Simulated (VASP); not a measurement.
# HfCoH4 (P-6m2) in VASP: further runs

HfCoH4 is run at these levels: PBE; tasks: single point, relaxation of cell and atoms.

All numbers are computed with VASP 6.6.1; they aren't measurements. Logs are shortened: lines on timing, memory, paths and dates and some standing lists are left out, and cuts for length are marked.

## 1. The cell of the first run

The structure is hexagonal, space group P-6m2 (No. 187). Conventional cell: a = 4.368 Å, b = 4.368 Å, c = 2.771 Å, α = 90.00°, β = 90.00°, γ = 120.00°. Within 3.3 Å of Hf (site symmetry -6m2) lie 3 Co at 2.52 Å and 15 H at 2.52 to 2.59 Å and 2 Hf at 2.77 Å. Within 2.4 Å of Co (site symmetry -6m2) lie 6 H at 1.79 Å. H (site symmetry -6m2) has 6 H at 1.96 Å and 3 Hf at 2.52 Å and 3 Co at 2.52 Å within 2.6 Å. H (site symmetry mm2) has 2 Co at 1.79 Å and 6 H at 1.96 to 2.40 Å within 2.4 Å.

## 2. Single point, PBE

INCAR

```
  PREC = Accurate
  ENCUT = 520
  EDIFF = 1E-6
  ISMEAR = 0
  SIGMA = 0.1
  LREAL = False
  LASPH = True
  NELM = 100
  ALGO = Normal
  ISIF = 2
  LWAVE = False
  LCHARG = True
  GGA = PE
  LELF = True
  LVHAR = True
  NBANDS = 20
```

KPOINTS

```
regular mesh
0
Gamma
  12 12 14
```

POSCAR

```
HfCoH4
1.0
    4.3681779520      0.0000000000      0.0000000000
   -2.1840889760      3.7829530747      0.0000000000
    0.0000000000      0.0000000000      2.7710365970
Hf Co H
1 1 4
Direct
    0.0000000000      0.0000000000      0.0000000000
    0.3333333333      0.6666666667      0.0000000000
    0.6666666667      0.3333333333      0.0000000000
    0.0322645998      0.5161322999      0.5000000000
    0.4838677001      0.5161322999      0.5000000000
    0.4838677001      0.9677354002      0.5000000000
```

Potentials or basis: VASP PAW PBE potentials, release 64 (Hf_pv, Co, H).

Started as:

```
cat potpaw_PBE.64/Hf_pv/POTCAR potpaw_PBE.64/Co/POTCAR potpaw_PBE.64/H/POTCAR > POTCAR
mpirun -np 1 vasp_std > vasp.out
```

OUTCAR:

```text
PREC = Accurate
   ENCUT = 520
   EDIFF = 1E-6
   ISMEAR = 0
   LREAL = False
   LASPH = True
   NELM = 100
   ISIF = 2
   GGA = PE

 ion  position               nearest neighbor table
   1  0.000  0.000  0.000-   2 2.52   2 2.52   2 2.52
   2  0.333  0.667  0.000-   4 1.79   4 1.79   6 1.79   6 1.79   5 1.79   5 1.79   1 2.52   1 2.52
                             1 2.52
   3  0.667  0.333  0.000-
   4  0.032  0.516  0.500-   2 1.79   2 1.79
   5  0.484  0.516  0.500-   2 1.79   2 1.79
   6  0.484  0.968  0.500-   2 1.79   2 1.79

  LATTYP: Found a hexagonal cell.
 ALAT       =     4.3681779520
 C/A-ratio  =     0.6343689812

  Lattice vectors:

 A1 = (   4.3681779520,   0.0000000000,   0.0000000000)
 A2 = (  -2.1840889760,   3.7829530747,   0.0000000000)
 A3 = (   0.0000000000,   0.0000000000,   2.7710365970)

Analysis of symmetry for initial positions (statically):
=====================================================================
 Subroutine PRICEL returns:
 Original cell was already a primitive cell.

 Routine SETGRP: Setting up the symmetry group for a
 hexagonal supercell.

 Subroutine GETGRP returns: Found 12 space group operations
 (whereof 12 operations were pure point group operations)
 out of a pool of 24 trial point group operations.

The static configuration has the point symmetry D_3h.

Analysis of symmetry for dynamics (positions and initial velocities):
=====================================================================
 Subroutine PRICEL returns:
 Original cell was already a primitive cell.

 Routine SETGRP: Setting up the symmetry group for a
 hexagonal supercell.

 Subroutine GETGRP returns: Found 12 space group operations
 (whereof 12 operations were pure point group operations)
 out of a pool of 24 trial point group operations.

The dynamic configuration has the point symmetry D_3h.

 Subroutine INISYM returns: Found 12 space group operations
 (whereof 12 operations are pure point group operations),
 and found     1 'primitive' translations

----------------------------------------------------------------------------------------

                                     Primitive cell

  volume of cell :      45.7903

  direct lattice vectors                    reciprocal lattice vectors
     4.368177952  0.000000000  0.000000000     0.228928402  0.132171875  0.000000000
    -2.184088976  3.782953075  0.000000000     0.000000000  0.264343750  0.000000000
     0.000000000  0.000000000  2.771036597     0.000000000  0.000000000  0.360875782

  length of vectors
     4.368177952  4.368177952  2.771036597     0.264343750  0.264343750  0.360875782

  position of ions in fractional coordinates (direct lattice)
     0.000000000  0.000000000  0.000000000
     0.333333333  0.666666667  0.000000000
     0.666666667  0.333333333  0.000000000
     0.032264600  0.516132300  0.500000000
     0.483867700  0.516132300  0.500000000
     0.483867700  0.967735400  0.500000000

  ion indices of the primitive-cell ions
   primitive index   ion index
                 1           1
                 2           2
                 3           3
                 4           4
                 5           5
                 6           6

----------------------------------------------------------------------------------------

 KPOINTS: regular mesh

Automatic generation of k-mesh.
 Grid dimensions read from file:
 generate k-points for:   12   12   14

 Generating k-lattice:

  Cartesian coordinates                     Fractional coordinates (reciprocal lattice)
     0.019077367  0.011014323  0.000000000     0.083333333 -0.000000000  0.000000000
     0.000000000  0.022028646  0.000000000     0.000000000  0.083333333  0.000000000
     0.000000000  0.000000000  0.025776842     0.000000000  0.000000000  0.071428571

  Length of vectors
     0.022028646  0.022028646  0.025776842

  Shift w.r.t. Gamma in fractional coordinates (k-lattice)
     0.000000000  0.000000000  0.000000000

 Subroutine IBZKPT returns following result:
 ===========================================

 Found    152 irreducible k-points:

 Following reciprocal coordinates:
            Coordinates               Weight
  0.000000  0.000000  0.000000      1.000000
  0.083333 -0.000000  0.000000      6.000000
  0.166667  0.000000  0.000000      6.000000
  0.250000 -0.000000  0.000000      6.000000
  0.333333  0.000000  0.000000      6.000000
  0.416667  0.000000  0.000000      6.000000
[... 16 lines left out ...]
  0.250000 -0.000000  0.071429     12.000000
  0.333333  0.000000  0.071429     12.000000
 [... further k-points ...]
   k-points           NKPTS =    152   k-points in BZ     NKDIM =    152   number of bands    NBANDS=     20
   number of dos      NEDOS =    301   number of ions     NIONS =      6
   total plane-waves  NPLWV =  24576
   dimension x,y,z NGX =    32 NGY =   32 NGZ =   24
   dimension x,y,z NGXF=    64 NGYF=   64 NGZF=   48
   ions per type =               1   1   4
   NGX,Y,Z   is equivalent  to a cutoff of  12.18, 12.18, 14.40 a.u.
   NGXF,Y,Z  is equivalent  to a cutoff of  24.36, 24.36, 28.80 a.u.
 SYSTEM =  unknown system
   PREC   = accura    normal or accurate (medium, high low for compatibility)
   ISTART =      0    job   : 0-new  1-cont  2-samecut
   ICHARG =      2    charge: 1-file 2-atom 10-const
   ISPIN  =      1    spin polarized calculation?
   LNONCOLLINEAR =      F non collinear calculations
   LSORBIT =      F    spin-orbit coupling
   LASPH  =      T    aspherical Exc in radial PAW
   ENCUT  =  520.0 eV  38.22 Ry    6.18 a.u.   8.12  8.12  5.15*2*pi/ulx,y,z
   NELM   =    100;   NELMIN=  2; NELMDL= -5     # of ELM steps
   EDIFF  = 0.1E-05   stopping-criterion for ELM
   LREAL  =      F    real-space projection
   EDIFFG = 0.1E-04   stopping-criterion for IOM
   NSW    =      0    number of steps for IOM
   IBRION =     -1    ionic relax: 0-MD 1-quasi-New 2-CG
   NFREE  =      0    steps in history (QN), initial steepest desc. (CG)
   ISIF   =      2    stress and relaxation
   ISYM   =      2    0-nonsym 1-usesym 2-fastsym
   POTIM  = 0.5000    time-step for ionic-motion
   TEBEG  =    0.0;   TEEND  =   0.0 temperature during run
   PSTRESS=    0.0 pullay stress
   NELECT =      23.0000    total number of electrons
   NUPDOWN=      -1.0000    fix difference up-down
   EMIN   =  10.00;   EMAX   =-10.00  energy-range for DOS
   EFERMI =   0.00;   METHOD = LEGACY
   ISMEAR =     0;   SIGMA  =   0.10  broadening in eV -4-tet -1-fermi 0-gaus
   EFERMI_NEDOS =   21; number of points for ismear=-14 and -15
   IALGO  =     38    algorithm
   IMIX   =      4    mixing-type and parameters
     AMIX     =   0.40;   BMIX     =  1.00
     AMIX_MAG =   1.60;   BMIX_MAG =  1.00
  volume/ion in A,a.u.               =       7.63        51.50
  Fermi-wavevector in a.u.,A,eV,Ry     =   1.301346  2.459188 23.041501  1.693503
  Thomas-Fermi vector in A             =   2.432486
   LORBIT       =      0    0 simple, 1 ext, 2 COOP (PROOUT), +10 PAW based schemes
   GGA     = PE    functional components
   LHFCALC =     F    Hartree Fock is set to
   AEXX    =    0.0000 exact exchange contribution
   IVDW    =     0    specifies the selected vdW correction
   LEPSILON=     F    determine dielectric tensor
   LRPA    =     F    only Hartree local field effects (RPA)
 non-spin polarized calculation
 Gauss-broadening in eV      SIGMA  =   0.10
  energy-cutoff  :      520.00
  volume of cell :       45.79
 maximum number of plane-waves:      1254
   NGX = 17   NGY = 17   NGZ = 11

 number of electron      23.0000001 magnetization

 Free energy of the ion-electron system (eV)
  ---------------------------------------------------
  ext. energy  EPLUGINS =         0.00000000
  ---------------------------------------------------
  free energy    TOTEN  =       -28.20651514 eV

  energy without entropy =      -28.19366724  energy(sigma->0) =      -28.20009119

 E-fermi :   5.8069     XC(G=0): -11.5187

 val. band max:        5.8061902225   @ k =   0.4167   0.0833   0.4286
 cond. band min:       5.8092519014   @ k =   0.4167   0.0000   0.4286
 fundamental gap:      0.0030616789
 Fermi energy:         5.8068681197

 k-point     1 :       0.0000    0.0000    0.0000
  band No.  band energies     occupation
      1     -25.3190      2.00000
      2     -25.3190      2.00000
      3     -24.5139      2.00000
      4      -5.6075      2.00000
      5       0.8870      2.00000
      6       0.8870      2.00000
[... 12 lines left out ...]
     19      11.4774      0.00000
     20      13.1505      0.00000

 k-point     2 :       0.0833   -0.0000    0.0000
  band No.  band energies     occupation
      1     -25.3211      2.00000
      2     -25.3192      2.00000
      3     -24.5139      2.00000
      4      -5.5269      2.00000
      5       0.4684      2.00000
      6       0.9266      2.00000
[... 12 lines left out ...]
     19      11.8025      0.00000
     20      13.6030      0.00000

 k-point     3 :       0.1667    0.0000    0.0000
  band No.  band energies     occupation
      1     -25.3269      2.00000
      2     -25.3198      2.00000
      3     -24.5138      2.00000
      4      -5.2899      2.00000
      5      -0.2068      2.00000
      6       1.0393      2.00000
[... 12 lines left out ...]
     19      12.4503      0.00000
     20      14.6819      0.00000

 k-point     4 :       0.2500   -0.0000    0.0000
  band No.  band energies     occupation
      1     -25.3347      2.00000
      2     -25.3207      2.00000
      3     -24.5137      2.00000
      4      -4.9115      2.00000
      5      -0.9127      2.00000
      6       1.2064      2.00000
[... 12 lines left out ...]
     19      13.1589      0.00000
     20      15.7976      0.00000

 k-point     5 :       0.3333    0.0000    0.0000
  band No.  band energies     occupation
      1     -25.3425      2.00000
      2     -25.3215      2.00000
      3     -24.5135      2.00000
      4      -4.4191      2.00000
      5      -1.6076      2.00000
      6       1.3930      2.00000
[... 12 lines left out ...]
     19      13.8134      0.00000
     20      16.3203      0.00000

 k-point     6 :       0.4167    0.0000    0.0000
  band No.  band energies     occupation
      1     -25.3482      2.00000
      2     -25.3221      2.00000
      3     -24.5134      2.00000
      4      -3.8671      2.00000
      5      -2.2610      2.00000
      6       1.5468      2.00000
[... 12 lines left out ...]
     19      14.2968      0.00000
     20      16.9011      0.00000

 k-point     7 :       0.5000   -0.0000    0.0000
  band No.  band energies     occupation
      1     -25.3503      2.00000
      2     -25.3223      2.00000
      3     -24.5134      2.00000
      4      -3.5013      2.00000
      5      -2.6564      2.00000
      6       1.6079      2.00000
[... 12 lines left out ...]
     19      14.4794      0.00000
     20      17.5780      0.00000
[... 277 lines left out ...]
 k-point    20 :       0.0000    0.0000    0.0714
  band No.  band energies     occupation
      1     -25.3109      2.00000
      2     -25.3109      2.00000
      3     -24.5883      2.00000
      4      -5.4957      2.00000
      5       0.9026      2.00000
      6       0.9026      2.00000
[... 12 lines left out ...]
     19      12.0991      0.00000
     20      12.4767      0.00000

 k-point    21 :       0.0833   -0.0000    0.0714
  band No.  band energies     occupation
      1     -25.3130      2.00000
      2     -25.3111      2.00000
      3     -24.5883      2.00000
      4      -5.4160      2.00000
      5       0.5039      2.00000
      6       0.9381      2.00000
[... 12 lines left out ...]
     19      12.3160      0.00000
     20      13.0084      0.00000

 k-point    22 :       0.1667    0.0000    0.0714
  band No.  band energies     occupation
      1     -25.3186      2.00000
      2     -25.3117      2.00000
      3     -24.5881      2.00000
      4      -5.1820      2.00000
      5      -0.1563      2.00000
      6       1.0387      2.00000
[... 12 lines left out ...]
     19      12.8257      0.00000
     20      13.9222      0.00000

 k-point    23 :       0.2500   -0.0000    0.0714
  band No.  band energies     occupation
      1     -25.3263      2.00000
      2     -25.3125      2.00000
      3     -24.5879      2.00000
      4      -4.8085      2.00000
      5      -0.8528      2.00000
      6       1.1859      2.00000
[... 12 lines left out ...]
     19      13.4479      0.00000
     20      14.8677      0.00000

 k-point    24 :       0.3333    0.0000    0.0714
  band No.  band energies     occupation
      1     -25.3340      2.00000
      2     -25.3133      2.00000
      3     -24.5877      2.00000
      4      -4.3230      2.00000
      5      -1.5402      2.00000
      6       1.3472      2.00000
[... 12 lines left out ...]
     19      14.0595      0.00000
     20      15.7025      0.00000

 [... further k-points ...]

------------------------ aborting loop because EDIFF is reached ----------------------------------------

  FORCE on cell =-STRESS in cart. coord.  units (eV):
  Direction    XX          YY          ZZ          XY          YZ          ZX
  --------------------------------------------------------------------------------------
  -------------------------------------------------------------------------------------
  Total       -0.2846088     -0.2846088     -0.1350219      0.0000000     -0.0000000     -0.0000000
  in kB       -9.9583046     -9.9583046     -4.7243402      0.0000000     -0.0000000     -0.0000000
  external PRESSURE =      -8.2136498 kB  Pullay stress =       0.0000000 kB

 VOLUME and BASIS-vectors are now :
 -----------------------------------------------------------------------------
  energy-cutoff  :      520.00
  volume of cell :       45.79
      direct lattice vectors                 reciprocal lattice vectors
     4.368177952  0.000000000  0.000000000     0.228928402  0.132171875  0.000000000
    -2.184088976  3.782953075  0.000000000     0.000000000  0.264343750  0.000000000
     0.000000000  0.000000000  2.771036597     0.000000000  0.000000000  0.360875782

 POSITION                                       TOTAL-FORCE (eV/Angst)
 -----------------------------------------------------------------------------------
      0.00000      0.00000      0.00000         0.000000     -0.000000     -0.000000
     -0.00000      2.52197      0.00000         0.000000      0.000000     -0.000000
      2.18409      1.26098      0.00000         0.000000      0.000000     -0.000000
     -0.98634      1.95250      1.38552        -0.008094     -0.004673      0.000000
      0.98634      1.95250      1.38552         0.008094     -0.004673      0.000000
      0.00000      3.66090      1.38552        -0.000000      0.009347     -0.000000
 -----------------------------------------------------------------------------------
    total drift:                               -0.000001      0.000001     -0.000000

  FREE ENERGIE OF THE ION-ELECTRON SYSTEM (eV)
  ---------------------------------------------------
  free  energy   TOTEN  =       -28.2065151438 eV

  energy  without entropy=      -28.1936672414  energy(sigma->0) =      -28.20009119
```

Run time: 3.2 min. Hardware: 1 thread of Oxide Virtual Turin-like, shared host; peak memory 0.25 GiB.

Results:

```
Free energy   : -28.2065 eV
Pressure      : -0.8 GPa
Largest force : 0.009 eV/Å
```

Forces in eV/Å, atoms in the order of the input:
```
Hf   0.000  0.000  0.000
Co   0.000  0.000  0.000
H    0.000  0.000  0.000
H   -0.008 -0.005  0.000
H    0.008 -0.005  0.000
H    0.000  0.009  0.000
```

Caveat: spin-orbit coupling is left out, which moves the levels of the heavy elements. Spin polarisation is off, so any magnetic state and its effect on volume and gap are missing.

(Part 1 of 3 ends here.)
